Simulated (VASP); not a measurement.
# CrB3S2 (P6/mmm) in VASP: relaxation of cell and atoms with PBE

Aim: the relaxation of cell and atoms of CrB3S2 with PBE.

All numbers are computed with VASP 6.6.1; they aren't measurements. Logs are shortened: lines on timing, memory, paths and dates and some standing lists are left out, and cuts for length are marked.

### Step 1. The cell of the first run

The structure is hexagonal, space group P6/mmm (No. 191). The conventional cell has a = 3.729 Å, b = 3.729 Å, c = 6.588 Å, α = 90.00°, β = 90.00°, γ = 120.00°. Within 2.4 Å of Cr (site symmetry 6/mmm) lie 2 S at 1.81 Å and 6 B at 1.86 Å. Within 2.6 Å of B (site symmetry mmm) lie 2 Cr at 1.86 Å and 4 B at 1.86 Å and 4 S at 2.60 Å. Within 2.4 Å of S (site symmetry 6mm) lie 1 Cr at 1.81 Å.

The cell was built from a structure type or drawn by symmetry, and may not be a known phase.

### Step 2. Relaxation of cell and atoms, PBE, collinear spin, ferromagnetic start

The input, INCAR:

```
PREC = Accurate
ENCUT = 600
EDIFF = 1E-6
ISMEAR = 0
SIGMA = 0.1
LREAL = F
LASPH = T
NELM = 150
ALGO = Normal
ISIF = 3
LWAVE = F
LCHARG = F
ISPIN = 2
MAGMOM = 3 0 0 0 0 0
LORBIT = 11
LMAXMIX = 4
GGA = PE
IBRION = 2
NSW = 90
EDIFFG = -0.04
```

The input, KPOINTS:

```
regular mesh
0
Gamma
  6 6 4
```

The input, POSCAR:

```
CrB3S2
1.0
    3.7285044200      0.0000000000      0.0000000000
   -1.8642522100      3.2289795500      0.0000000000
    0.0000000000      0.0000000000      6.5884165000
Cr B S
1 3 2
Direct
    0.0000000000      0.0000000000      0.0000000000
    0.5000000000      0.0000000000      0.0000000000
    0.0000000000      0.5000000000      0.0000000000
    0.5000000000      0.5000000000      0.0000000000
    0.0000000000      0.0000000000      0.7254274200
    0.0000000000      0.0000000000      0.2745725800
```

Potentials or basis: VASP PAW PBE potentials, release 64 (Cr_pv, B, S).

On the command line:

```
> cat potpaw_PBE.64/Cr_pv/POTCAR potpaw_PBE.64/B/POTCAR potpaw_PBE.64/S/POTCAR > POTCAR
> mpirun -np 1 vasp_std > vasp.out
```

OUTCAR:

```text
PREC = Accurate
   ENCUT = 600
   EDIFF = 1E-6
   ISMEAR = 0
   LREAL = F
   LASPH = T
   NELM = 150
   ISIF = 3
   ISPIN = 2
   LORBIT = 11
   GGA = PE
   IBRION = 2
   NSW = 90
   EDIFFG = -0.04

 ion  position               nearest neighbor table
   1  0.000  0.000  0.000-   5 1.81   6 1.81   2 1.86   2 1.86   4 1.86   3 1.86   3 1.86   4 1.86

   2  0.500  0.000  0.000-   1 1.86   1 1.86   4 1.86   4 1.86   3 1.86   3 1.86
   3  0.000  0.500  0.000-   4 1.86   4 1.86   1 1.86   1 1.86   2 1.86   2 1.86
   4  0.500  0.500  0.000-   3 1.86   3 1.86   1 1.86   2 1.86   2 1.86   1 1.86
   5  0.000  0.000  0.725-   1 1.81
   6  0.000  0.000  0.275-   1 1.81

  LATTYP: Found a hexagonal cell.
 ALAT       =     3.7285044200
 C/A-ratio  =     1.7670400133

  Lattice vectors:

 A1 = (   3.7285044200,   0.0000000000,   0.0000000000)
 A2 = (  -1.8642522100,   3.2289795500,   0.0000000000)
 A3 = (   0.0000000000,   0.0000000000,   6.5884165000)

Analysis of symmetry for initial positions (statically):
=====================================================================
 Subroutine PRICEL returns:
 Original cell was already a primitive cell.

 Routine SETGRP: Setting up the symmetry group for a
 hexagonal supercell.

 Subroutine GETGRP returns: Found 24 space group operations
 (whereof 24 operations were pure point group operations)
 out of a pool of 24 trial point group operations.

The static configuration has the point symmetry D_6h.

Analysis of symmetry for dynamics (positions and initial velocities):
=====================================================================
 Subroutine PRICEL returns:
 Original cell was already a primitive cell.

 Routine SETGRP: Setting up the symmetry group for a
 hexagonal supercell.

 Subroutine GETGRP returns: Found 24 space group operations
 (whereof 24 operations were pure point group operations)
 out of a pool of 24 trial point group operations.

The dynamic configuration has the point symmetry D_6h.

Analysis of structural, dynamic, and magnetic symmetry:
=====================================================================
 Subroutine PRICEL returns:
 Original cell was already a primitive cell.

 Routine SETGRP: Setting up the symmetry group for a
 hexagonal supercell.

 Subroutine GETGRP returns: Found 24 space group operations
 (whereof 24 operations were pure point group operations)
 out of a pool of 24 trial point group operations.

The overall configuration has the point symmetry D_6h.

 Subroutine INISYM returns: Found 24 space group operations
 (whereof 24 operations are pure point group operations),
 and found     1 'primitive' translations
[... 101 lines left out ...]
   EDIFFG = -.4E-01   stopping-criterion for IOM
   NSW    =     90    number of steps for IOM
   IBRION =      2    ionic relax: 0-MD 1-quasi-New 2-CG
   NFREE  =      1    steps in history (QN), initial steepest desc. (CG)
   ISIF   =      3    stress and relaxation
   ISYM   =      2    0-nonsym 1-usesym 2-fastsym
   POTIM  = 0.5000    time-step for ionic-motion
   TEBEG  =    0.0;   TEEND  =   0.0 temperature during run
   PSTRESS=    0.0 pullay stress
   NELECT =      33.0000    total number of electrons
   NUPDOWN=      -1.0000    fix difference up-down
   EMIN   =  10.00;   EMAX   =-10.00  energy-range for DOS
   EFERMI =   0.00;   METHOD = LEGACY
   ISMEAR =     0;   SIGMA  =   0.10  broadening in eV -4-tet -1-fermi 0-gaus
   EFERMI_NEDOS =   21; number of points for ismear=-14 and -15
   IALGO  =     38    algorithm
   IMIX   =      4    mixing-type and parameters
     AMIX     =   0.40;   BMIX     =  1.00
     AMIX_MAG =   1.60;   BMIX_MAG =  1.00
  volume/ion in A,a.u.               =      13.22        89.21
  Fermi-wavevector in a.u.,A,eV,Ry     =   1.222135  2.309500 20.321848  1.493614
  Thomas-Fermi vector in A             =   2.357292
   LORBIT       =     11    0 simple, 1 ext, 2 COOP (PROOUT), +10 PAW based schemes
   GGA     = PE    functional components
   LHFCALC =     F    Hartree Fock is set to
   AEXX    =    0.0000 exact exchange contribution
   IVDW    =     0    specifies the selected vdW correction
   LEPSILON=     F    determine dielectric tensor
   LRPA    =     F    only Hartree local field effects (RPA)
 conjugate gradient relaxation of ions
 spin polarized calculation
 Gauss-broadening in eV      SIGMA  =   0.10
  energy-cutoff  :      600.00
  volume of cell :       79.32
 maximum number of plane-waves:      2678
 NGX is ok and might be reduce to    30
   NGX = 15   NGY = 15   NGZ = 27

--------------------------------------- Ionic step        1  -------------------------------------------

 number of electron      32.9999995 magnetization      -0.0087949

 number of electron      32.9999995 magnetization       0.0048877

 Free energy of the ion-electron system (eV)
  ---------------------------------------------------
  ext. energy  EPLUGINS =         0.00000000
  ---------------------------------------------------
  free energy    TOTEN  =       -29.07396674 eV

  energy without entropy =      -29.04976356  energy(sigma->0) =      -29.06186515

 E-fermi :   5.7975     XC(G=0): -10.0093

 val. band max:        5.7825870729   @ k =   0.0000   0.0000   0.0000
 cond. band min:       5.8126074256   @ k =   0.3333   0.1667   0.2500
 fundamental gap:      0.0300203527
 Fermi energy:         5.7975352211
[... 2233 lines left out ...]
     21       7.7349      0.00000
     22       7.7349      0.00000

[... ionic steps 4 to 9 ...]

--------------------------------------- Ionic step       10  -------------------------------------------

 number of electron      33.0000016 magnetization       0.0000000

 number of electron      33.0000016 magnetization      -0.0000000
[... 81 lines left out ...]
 number of electron      33.0000019 magnetization      -0.0000000

 number of electron      33.0000019 magnetization       0.0000000

 Free energy of the ion-electron system (eV)
  ---------------------------------------------------
  ext. energy  EPLUGINS =         0.00000000
  ---------------------------------------------------
  free energy    TOTEN  =       -34.19716752 eV

  energy without entropy =      -34.17593397  energy(sigma->0) =      -34.18655075

 E-fermi :   3.0810     XC(G=0):  -9.2511

 val. band max:        3.0502501471   @ k =   0.0000   0.0000   0.2500
 cond. band min:       3.1015615417   @ k =   0.1667   0.0000   0.5000
 fundamental gap:      0.0513113946
 Fermi energy:         3.0809519792
[... 1086 lines left out ...]
  FREE ENERGIE OF THE ION-ELECTRON SYSTEM (eV)
  ---------------------------------------------------
  free  energy   TOTEN  =       -34.1971675246 eV

  energy  without entropy=      -34.1759339687  energy(sigma->0) =      -34.18655075

 reached required accuracy - stopping structural energy minimisation

 total charge

# of ion       s       p       d       tot
------------------------------------------
    1        0.462   6.680   4.546  11.688
    2        0.716   1.017   0.000   1.734
    3        0.716   1.017   0.000   1.734
    4        0.716   1.017   0.000   1.734
    5        1.398   2.176   0.000   3.574
    6        1.398   2.176   0.000   3.574
--------------------------------------------------
tot          5.407  14.084   4.546  24.037

 magnetization (x)

# of ion       s       p       d       tot
------------------------------------------
    1       -0.000  -0.000  -0.000  -0.000
    2        0.000  -0.000   0.000  -0.000
    3        0.000  -0.000   0.000  -0.000
    4        0.000  -0.000   0.000  -0.000
    5       -0.000   0.000   0.000   0.000
    6       -0.000   0.000   0.000   0.000
--------------------------------------------------
tot         -0.000   0.000  -0.000  -0.000
```

CONTCAR:

```text
CrB3S2
   1.00000000000000
     4.0054995558281465    0.0000000000000000    0.0000000000000000
    -2.0027497779140733    3.4688643753086188    0.0000000000000000
    -0.0000000000000000    0.0000000000000000    7.0809916254818042
  Cr              B               S
     1     3     2
Direct
     0.0000000000000000    0.0000000000000000    0.0000000000000000
     0.5000000000000000    0.0000000000000000    0.0000000000000000
     0.0000000000000000    0.5000000000000000    0.0000000000000000
     0.5000000000000000    0.5000000000000000    0.0000000000000000
     0.0000000000000000    0.0000000000000000    0.6894465997938336
     0.0000000000000000    0.0000000000000000    0.3105534002061666

  0.00000000E+00  0.00000000E+00  0.00000000E+00
  0.00000000E+00  0.00000000E+00  0.00000000E+00
  0.00000000E+00  0.00000000E+00  0.00000000E+00
  0.00000000E+00  0.00000000E+00  0.00000000E+00
  0.00000000E+00  0.00000000E+00  0.00000000E+00
  0.00000000E+00  0.00000000E+00  0.00000000E+00
```

Wall time 19 min (1 thread of Oxide Virtual Turin-like, shared host); peak memory 0.27 GiB.

Results:

| Property | Result |
| --- | --- |
| Free energy | -34.1972 eV |
| Relaxed volume | 16.40 Å³/atom |
| Relaxed cell | a = 4.005 Å, b = 4.005 Å, c = 7.081 Å, α = 90.00°, β = 90.00°, γ = 120.00° |
| Space group after relaxing (to 0.1 Å) | P6/mmm (No. 191) |
| Energy gained by relaxing | 853.9 meV/atom |
| Ionic steps | 12 |
| Pressure after relaxing | 0.0 GPa |
| Largest force after relaxing | 0.027 eV/Å |
| Net moment | 0.00 μB per cell |
| Valence electrons inside the program's atomic spheres | Cr 11.69; B 1.73; S 3.57 |

Forces in eV/Å, atoms in the order of the input:
```
Cr   0.000  0.000  0.000
B    0.000  0.000  0.000
B    0.000  0.000  0.000
B    0.000  0.000  0.000
S    0.000  0.000  0.027
S    0.000  0.000 -0.027
```

The path:
```csv
step,energy change (eV),largest force (eV/Å),pressure (GPa),volume (Å³)
1,0.0000,12.9308,56.67,79.32
2,-1.4909,3.4493,-14.06,144.20
3,-1.7772,2.7799,-13.80,136.80
4,-2.1530,1.8960,-13.03,129.46
5,-4.3790,1.4567,-4.02,102.57
6,-4.7789,0.0161,10.64,90.51
7,-4.8250,1.0077,4.06,94.52
8,-4.8387,0.7668,5.96,93.26
9,-5.0907,0.3551,-3.11,101.31
10,-5.1062,0.4424,-1.55,99.61
11,-5.1201,0.1675,0.76,97.88
12,-5.1232,0.0272,0.04,98.39
```

Final structure:
```xyz
6
Lattice="4.0055 0.0000 0.0000 -2.0027 3.4689 0.0000 0.0000 0.0000 7.0810" Properties=species:S:1:pos:R:3 pbc="T T T"
Cr    0.0000    0.0000    0.0000
B     2.0028    0.0000    0.0000
B    -1.0014    1.7344    0.0000
B     1.0014    1.7344    0.0000
S     0.0000    0.0000    4.8820
S     0.0000    0.0000    2.1990
```

Levels at points of the mesh, in eV from the Fermi level:
Spin up:
```
           k point  band 14  band 15  band 16  band 17  band 18  band 19
(0.00, 0.00, 0.00)    -2.08    -2.08    -0.27    -0.27     1.20     1.20
(0.50, 0.00, 0.00)    -2.50    -0.90    -0.70     0.30     1.01     1.38
(0.00, 0.00, 0.50)    -2.32    -2.32    -0.50     0.39     0.39     0.63
(0.50, 0.00, 0.50)    -2.26    -1.51    -0.73     0.07     0.36     1.24
```
Spin down:
| k point | band 14 | band 15 | band 16 | band 17 | band 18 | band 19 |
| --- | --- | --- | --- | --- | --- | --- |
| (0.00, 0.00, 0.00) | -2.08 | -2.08 | -0.27 | -0.27 | 1.20 | 1.20 |
| (0.50, 0.00, 0.00) | -2.50 | -0.90 | -0.70 | 0.30 | 1.01 | 1.38 |
| (0.00, 0.00, 0.50) | -2.32 | -2.32 | -0.50 | 0.39 | 0.39 | 0.63 |
| (0.50, 0.00, 0.50) | -2.26 | -1.51 | -0.73 | 0.07 | 0.36 | 1.24 |

Caveat: the volume moved by over 15 % at a fixed basis, so the end points are rough.
